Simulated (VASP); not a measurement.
**In: single point with r2SCAN**

The system is In.

```
In
1.0
    -1.90692    1.90692    1.90692
     1.90692   -1.90692    1.90692
     1.90692    1.90692   -1.90692
In
1
Direct
  0.00000 0.00000 0.00000
```

This cell differs from its parent crystal: volume scaled by 1.04.

```
Program                : VASP 6.6.1
Task                   : single point
Functional             : r2SCAN
Potentials or basis    : VASP PAW PBE potentials, release 64 (In_d)
Cutoff                 : 550 eV
k mesh                 : 13 × 13 × 13
Occupations            : fermi-dirac, width 0.1 eV
Spin                   : no spin polarisation
Dipole correction      : no
Further INCAR settings : ALGO = Normal; EDIFF = 1e-06; NBANDS = 12
```

- Pressure: -1.5 GPa

Levels at points of the mesh, in eV from the Fermi level:
```tsv
k point	band 2	band 3	band 4	band 5	band 6	band 7	band 8	band 9	band 10	band 11
(0.00, 0.00, 0.00)	-15.22	-15.22	-14.96	-14.96	-9.61	11.08	11.08	11.08	13.60	13.60
```

It took 2.6 min on 1 thread of AMD EPYC 9R45 (Zen 5), with other jobs on the host, peak memory 0.14 GiB.

Caveat: the PAW data sets were made with another functional, which shifts forces and pressure a little; spin-orbit coupling is left out, which moves the levels of the heavy elements.
